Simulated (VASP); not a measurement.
# AlH2 (Cmmm) in VASP: further runs

The runs below take AlH2 through relaxation of cell and atoms, single point, with PBE.

Program: VASP 6.6.1. These are calculated values, not measurements. Logs are shortened: lines on timing, memory, paths and dates and some standing lists are left out, and cuts for length are marked.

## Step 1: The cell of the first run

It takes space group Cmmm (No. 65, orthorhombic). Conventional cell: a = 4.069 Å, b = 5.741 Å, c = 2.701 Å, α = 90.00°, β = 90.00°, γ = 90.00°. Al (site symmetry mmm) has 6 H at 2.12 to 2.17 Å and 2 Al at 2.70 Å within 2.8 Å. Within 2.0 Å of H (site symmetry m2m) lie 1 H at 1.50 Å.

The cell was generated, and may not be a known phase.

## Step 2: Relaxation of cell and atoms, PBE

The input, INCAR:

```
PREC     = Accurate       # precision mode
ENCUT    = 600            # plane-wave cutoff, eV
EDIFF    = 1E-6           # SCF threshold, eV
ISMEAR   = 0              # smearing method
SIGMA    = 0.1            # smearing width, eV
LREAL    = False          # projectors in reciprocal space
LASPH    = True           # aspherical terms in the spheres
NELM     = 100            # most SCF steps
ALGO     = Normal         # electronic algorithm
ISIF     = 3              # what is computed and relaxed
LWAVE    = False          # write WAVECAR
LCHARG   = False          # write CHGCAR
GGA      = PE             # functional
IBRION   = 2              # ionic algorithm
NSW      = 90             # ionic steps
EDIFFG   = -0.04          # ionic threshold
```

The input, KPOINTS:

```
Automatic mesh
0
Gamma
  6 6 6
```

The input, POSCAR:

```
AlH2
1.0
    2.0347039300     -2.8705804400      0.0000000000
    2.0347039300      2.8705804400      0.0000000000
    0.0000000000      0.0000000000      2.7012850700
Al H
1 2
Direct
    0.5000000000      0.5000000000      0.5000000000
    0.8697543100      0.1302456900      0.5000000000
    0.1302456900      0.8697543100      0.5000000000
```

Potentials or basis: VASP PAW PBE potentials, release 64 (Al, H).

Started as:

```console
$ cat potpaw_PBE.64/Al/POTCAR potpaw_PBE.64/H/POTCAR > POTCAR
$ mpirun -np 1 vasp_std > vasp.out
```

OUTCAR:

```text
PREC = Accurate
   ENCUT = 600
   EDIFF = 1E-6
   ISMEAR = 0
   LREAL = False
   LASPH = True
   NELM = 100
   ISIF = 3
   GGA = PE
   IBRION = 2
   NSW = 90
   EDIFFG = -0.04

 ion  position               nearest neighbor table
   1  0.500  0.500  0.500-   2 2.12   3 2.12
   2  0.870  0.130  0.500-   1 2.12
   3  0.130  0.870  0.500-   1 2.12

  LATTYP: Found a base centered orthorhombic cell.
 ALAT       =     4.0694078600
 B/A-ratio  =     1.4108098961
 C/A-ratio  =     0.6638029814

  Lattice vectors:

 A1 = (   2.0347039300,  -2.8705804400,   0.0000000000)
 A2 = (   2.0347039300,   2.8705804400,   0.0000000000)
 A3 = (   0.0000000000,   0.0000000000,   2.7012850700)

Analysis of symmetry for initial positions (statically):
=====================================================================
 Subroutine PRICEL returns:
 Original cell was already a primitive cell.

 Routine SETGRP: Setting up the symmetry group for a
 base centered orthorhombic supercell.

 Subroutine GETGRP returns: Found  8 space group operations
 (whereof  8 operations were pure point group operations)
 out of a pool of  8 trial point group operations.

The static configuration has the point symmetry D_2h.

Analysis of symmetry for dynamics (positions and initial velocities):
=====================================================================
 Subroutine PRICEL returns:
 Original cell was already a primitive cell.

 Routine SETGRP: Setting up the symmetry group for a
 base centered orthorhombic supercell.

 Subroutine GETGRP returns: Found  8 space group operations
 (whereof  8 operations were pure point group operations)
 out of a pool of  8 trial point group operations.

The dynamic configuration has the point symmetry D_2h.

 Subroutine INISYM returns: Found  8 space group operations
 (whereof  8 operations are pure point group operations),
 and found     1 'primitive' translations

----------------------------------------------------------------------------------------

                                     Primitive cell

  volume of cell :      31.5552

  direct lattice vectors                    reciprocal lattice vectors
     2.034703930 -2.870580440  0.000000000     0.245735998 -0.174180801  0.000000000
     2.034703930  2.870580440  0.000000000     0.245735998  0.174180801  0.000000000
     0.000000000  0.000000000  2.701285070     0.000000000  0.000000000  0.370194176

  length of vectors
     3.518558248  3.518558248  2.701285070     0.301206129  0.301206129  0.370194176

  position of ions in fractional coordinates (direct lattice)
     0.500000000  0.500000000  0.500000000
     0.869754310  0.130245690  0.500000000
     0.130245690  0.869754310  0.500000000

  ion indices of the primitive-cell ions
   primitive index   ion index
                 1           1
                 2           2
                 3           3

----------------------------------------------------------------------------------------

 KPOINTS: Automatic mesh

Automatic generation of k-mesh.
 Grid dimensions read from file:
 generate k-points for:    6    6    6

 Generating k-lattice:

  Cartesian coordinates                     Fractional coordinates (reciprocal lattice)
     0.040956000 -0.029030133  0.000000000     0.166666667  0.000000000  0.000000000
     0.040956000  0.029030133  0.000000000     0.000000000  0.166666667  0.000000000
     0.000000000  0.000000000  0.061699029     0.000000000  0.000000000  0.166666667

  Length of vectors
     0.050201021  0.050201021  0.061699029

  Shift w.r.t. Gamma in fractional coordinates (k-lattice)
     0.000000000  0.000000000  0.000000000

 Subroutine IBZKPT returns following result:
 ===========================================

 Found     52 irreducible k-points:

 Following reciprocal coordinates:
            Coordinates               Weight
  0.000000  0.000000  0.000000      1.000000
  0.166667  0.000000  0.000000      4.000000
  0.333333  0.000000  0.000000      4.000000
  0.500000  0.000000  0.000000      2.000000
  0.166667  0.166667  0.000000      2.000000
  0.333333  0.166667  0.000000      4.000000
[... 16 lines left out ...]
  0.333333  0.333333  0.166667      4.000000
  0.500000  0.333333  0.166667      8.000000
 [... further k-points ...]
   k-points           NKPTS =     52   k-points in BZ     NKDIM =     52   number of bands    NBANDS=      6
   number of dos      NEDOS =    301   number of ions     NIONS =      3
   total plane-waves  NPLWV =  18816
   dimension x,y,z NGX =    28 NGY =   28 NGZ =   24
   dimension x,y,z NGXF=    56 NGYF=   56 NGZF=   48
   ions per type =               1   2
   NGX,Y,Z   is equivalent  to a cutoff of  13.23, 13.23, 14.77 a.u.
   NGXF,Y,Z  is equivalent  to a cutoff of  26.46, 26.46, 29.54 a.u.
 SYSTEM =  unknown system
   PREC   = accura    normal or accurate (medium, high low for compatibility)
   ISTART =      0    job   : 0-new  1-cont  2-samecut
   ICHARG =      2    charge: 1-file 2-atom 10-const
   ISPIN  =      1    spin polarized calculation?
   LNONCOLLINEAR =      F non collinear calculations
   LSORBIT =      F    spin-orbit coupling
   LASPH  =      T    aspherical Exc in radial PAW
   ENCUT  =  600.0 eV  44.10 Ry    6.64 a.u.   7.03  7.03  5.40*2*pi/ulx,y,z
   NELM   =    100;   NELMIN=  2; NELMDL= -5     # of ELM steps
   EDIFF  = 0.1E-05   stopping-criterion for ELM
   LREAL  =      F    real-space projection
   EDIFFG = -.4E-01   stopping-criterion for IOM
   NSW    =     90    number of steps for IOM
   IBRION =      2    ionic relax: 0-MD 1-quasi-New 2-CG
   NFREE  =      1    steps in history (QN), initial steepest desc. (CG)
   ISIF   =      3    stress and relaxation
   ISYM   =      2    0-nonsym 1-usesym 2-fastsym
   POTIM  = 0.5000    time-step for ionic-motion
   TEBEG  =    0.0;   TEEND  =   0.0 temperature during run
   PSTRESS=    0.0 pullay stress
   NELECT =       5.0000    total number of electrons
   NUPDOWN=      -1.0000    fix difference up-down
   EMIN   =  10.00;   EMAX   =-10.00  energy-range for DOS
   EFERMI =   0.00;   METHOD = LEGACY
   ISMEAR =     0;   SIGMA  =   0.10  broadening in eV -4-tet -1-fermi 0-gaus
   EFERMI_NEDOS =   21; number of points for ismear=-14 and -15
   IALGO  =     38    algorithm
   IMIX   =      4    mixing-type and parameters
     AMIX     =   0.40;   BMIX     =  1.00
     AMIX_MAG =   1.60;   BMIX_MAG =  1.00
  volume/ion in A,a.u.               =      10.52        70.98
  Fermi-wavevector in a.u.,A,eV,Ry     =   0.885879  1.674068 10.677601  0.784782
  Thomas-Fermi vector in A             =   2.006971
   LORBIT       =      0    0 simple, 1 ext, 2 COOP (PROOUT), +10 PAW based schemes
   GGA     = PE    functional components
   LHFCALC =     F    Hartree Fock is set to
   AEXX    =    0.0000 exact exchange contribution
   IVDW    =     0    specifies the selected vdW correction
   LEPSILON=     F    determine dielectric tensor
   LRPA    =     F    only Hartree local field effects (RPA)
 conjugate gradient relaxation of ions
 non-spin polarized calculation
 Gauss-broadening in eV      SIGMA  =   0.10
  energy-cutoff  :      600.00
  volume of cell :       31.56
 maximum number of plane-waves:      1068
   NGX = 15   NGY = 15   NGZ = 11

--------------------------------------- Ionic step        1  -------------------------------------------

 number of electron       5.0000001 magnetization

 Free energy of the ion-electron system (eV)
  ---------------------------------------------------
  ext. energy  EPLUGINS =         0.00000000
  ---------------------------------------------------
  free energy    TOTEN  =        -8.84188128 eV

  energy without entropy =       -8.83855617  energy(sigma->0) =       -8.84021872

 E-fermi :   3.0516     XC(G=0):  -9.0050

 val. band max:        3.0073014213   @ k =   0.1667   0.1667   0.3333
 cond. band min:       3.0684533894   @ k =   0.3333   0.3333   0.5000
 fundamental gap:      0.0611519681
 Fermi energy:         3.0515505224

 k-point     1 :       0.0000    0.0000    0.0000
  band No.  band energies     occupation
      1      -6.7917      2.00000
      2       4.3339      0.00000
      3       4.3656      0.00000
      4       6.6228      0.00000
      5       8.9988      0.00000
      6       9.3893      0.00000

 k-point     2 :       0.1667    0.0000    0.0000
  band No.  band energies     occupation
      1      -6.4348      2.00000
      2       1.8772      2.00000
      3       4.3690      0.00000
      4       7.8391      0.00000
      5       7.9883      0.00000
      6      11.4869      0.00000
[... 190 lines left out ...]
 k-point    24 :       0.5000    0.3333    0.1667
  band No.  band energies     occupation
      1      -3.2377      2.00000
      2      -0.7214      2.00000
      3       0.3791      2.00000
      4       5.8305      0.00000
      5      10.6600      0.00000
      6      13.0468      0.00000

 [... further k-points ...]
[... 5 lines left out ...]
  --------------------------------------------------------------------------------------
  -------------------------------------------------------------------------------------
  Total       -1.3436818     -3.8772927     -0.3813851      0.0000000      0.0000000      0.0000000
  in kB      -68.2237615   -196.8646812    -19.3643496      0.0000000      0.0000000      0.0000000
  external PRESSURE =     -94.8175974 kB  Pullay stress =       0.0000000 kB
[... 92 lines left out ...]
  FREE ENERGIE OF THE ION-ELECTRON SYSTEM (eV)
  ---------------------------------------------------
  free  energy   TOTEN  =        -9.1098953941 eV

  energy  without entropy=       -9.1077508374  energy(sigma->0) =       -9.10882312

[... ionic steps 4 to 9 ...]

--------------------------------------- Ionic step       10  -------------------------------------------

 number of electron       5.0000000 magnetization

------------------------ aborting loop because EDIFF is reached ----------------------------------------

  FORCE on cell =-STRESS in cart. coord.  units (eV):
  Direction    XX          YY          ZZ          XY          YZ          ZX
  --------------------------------------------------------------------------------------
  -------------------------------------------------------------------------------------
  Total        0.0772757      0.1945920      0.0511418      0.0000000      0.0000000      0.0000000
  in kB        4.6896408     11.8092352      3.1036506      0.0000000      0.0000000      0.0000000
  external PRESSURE =       6.5341755 kB  Pullay stress =       0.0000000 kB
[... 59 lines left out ...]
  energy  without entropy=       -9.1136777244  energy(sigma->0) =       -9.11476999

--------------------------------------- Ionic step       12  -------------------------------------------

 number of electron       5.0000000 magnetization

 Free energy of the ion-electron system (eV)
  ---------------------------------------------------
  ext. energy  EPLUGINS =         0.00000000
  ---------------------------------------------------
  free energy    TOTEN  =        -9.11647295 eV

  energy without entropy =       -9.11409368  energy(sigma->0) =       -9.11528331

 E-fermi :   4.5575     XC(G=0):  -9.5770

 val. band max:        4.5249385048   @ k =   0.3333   0.3333   0.5000
 cond. band min:       4.5658677087   @ k =   0.5000   0.3333   0.5000
 fundamental gap:      0.0409292039
 Fermi energy:         4.5574887220

 k-point     1 :       0.0000    0.0000    0.0000
  band No.  band energies     occupation
      1      -6.7861      2.00000
      2       5.6950      0.00000
      3       6.6261      0.00000
      4       9.0547      0.00000
      5      10.4505      0.00000
      6      13.7001      0.00000

 k-point     2 :       0.1667    0.0000    0.0000
  band No.  band energies     occupation
      1      -6.3758      2.00000
      2       3.2516      2.00000
      3       6.3934      0.00000
      4       9.8906      0.00000
      5      11.3232      0.00000
      6      13.7593      0.00000
[... 190 lines left out ...]
 k-point    24 :       0.5000    0.3333    0.1667
  band No.  band energies     occupation
      1      -2.5206      2.00000
      2      -0.0514      2.00000
      3       2.0121      2.00000
      4       7.2111      0.00000
      5      12.5394      0.00000
      6      15.1645      0.00000

 [... further k-points ...]
[... 5 lines left out ...]
  --------------------------------------------------------------------------------------
  -------------------------------------------------------------------------------------
  Total        0.0520378      0.1123284      0.0329943      0.0000000      0.0000000      0.0000000
  in kB        3.1475029      6.7941727      1.9956550      0.0000000      0.0000000      0.0000000
  external PRESSURE =       3.9791102 kB  Pullay stress =       0.0000000 kB
[... 18 lines left out ...]
  FREE ENERGIE OF THE ION-ELECTRON SYSTEM (eV)
  ---------------------------------------------------
  free  energy   TOTEN  =        -9.1164729452 eV

  energy  without entropy=       -9.1140936833  energy(sigma->0) =       -9.11528331

 reached required accuracy - stopping structural energy minimisation
```

Run time: 49 s. Hardware: 1 thread of AMD EPYC 7R43 (Zen 3), shared host; peak memory 0.12 GiB.

Results:

```
Free energy                           : -9.1165 eV
Relaxed volume                        : 8.83 Å³/atom
Relaxed cell                          : a = 3.219 Å, b = 3.219 Å, c = 2.661 Å, α = 90.00°, β = 90.00°, γ = 106.17°
Space group after relaxing (to 0.1 Å) : Cmmm (No. 65)
Energy gained by relaxing             : 91.5 meV/atom
Ionic steps                           : 12
Pressure after relaxing               : 0.4 GPa
Largest force after relaxing          : 0.020 eV/Å
Band gap on the k mesh                : zero (an odd number of electrons rules out a gap without spin polarisation)
```

Forces on the atoms (eV/Å):
```
Al   0.000  0.000  0.000
H    0.000  0.020  0.000
H    0.000 -0.020  0.000
```

Stress tensor (GPa, compression positive):
```
0.31 0.00 0.00
0.00 0.68 0.00
0.00 0.00 0.20
```

Step by step:
| step | energy change (eV) | largest force (eV/Å) | pressure (GPa) | volume (Å³) |
| --- | --- | --- | --- | --- |
| 1 | 0.0000 | 0.0082 | -9.48 | 31.56 |
| 2 | -0.2172 | 0.0672 | -5.27 | 28.77 |
| 3 | -0.2680 | 0.0544 | -1.80 | 27.32 |
| 4 | -0.2712 | 0.0429 | -0.30 | 26.81 |
| 5 | -0.2712 | 0.0451 | -0.58 | 26.91 |
| 6 | -0.2722 | 0.0442 | -0.31 | 26.77 |
| 7 | -0.2726 | 0.0437 | 0.04 | 26.61 |
| 8 | -0.2730 | 0.0404 | 0.14 | 26.57 |
| 9 | -0.2737 | 0.0276 | 0.48 | 26.46 |
| 10 | -0.2737 | 0.0212 | 0.65 | 26.40 |
| 11 | -0.2740 | 0.0200 | 0.59 | 26.42 |
| 12 | -0.2746 | 0.0201 | 0.40 | 26.49 |

Final structure:
```
CELL_PARAMETERS angstrom
1.93353 -2.57397 0.00000
1.93353 2.57397 0.00000
0.00000 0.00000 2.66121
ATOMIC_POSITIONS crystal
Al 0.50000 0.50000 0.50000
H 0.86273 0.13726 0.50000
H 0.13726 0.86273 0.50000
```

Levels at points of the mesh, in eV from the Fermi level:
```csv
k point,band 1,band 2,band 3,band 4,band 5,band 6
"(0.00, 0.00, 0.00)",-11.34,1.14,2.07,4.50,5.89,9.14
"(0.50, 0.00, 0.00)",-8.34,-6.76,1.80,4.23,9.57,11.20
"(0.50, 0.50, 0.00)",-6.32,-6.00,-2.44,-0.05,13.06,14.19
"(0.00, 0.00, 0.50)",-8.56,-3.27,2.75,7.95,8.38,8.91
"(0.50, 0.00, 0.50)",-6.24,-3.07,-0.79,2.03,5.71,7.59
"(0.50, 0.50, 0.50)",-4.30,-3.59,0.57,3.16,3.23,3.39
```

Caveat: the k points lie up to 0.39 Å⁻¹ apart in the final cell, too coarse for converged energies and pressures of a metal; the volume moved by over 15 % at a fixed basis, so the end points are rough; an odd number of electrons without spin polarisation forces a metal; a magnetic or distorted state may lie lower.

(Part 1 of 2 ends here.)

The gap in the log of VASP goes by the Fermi energy; the results here count the filled bands.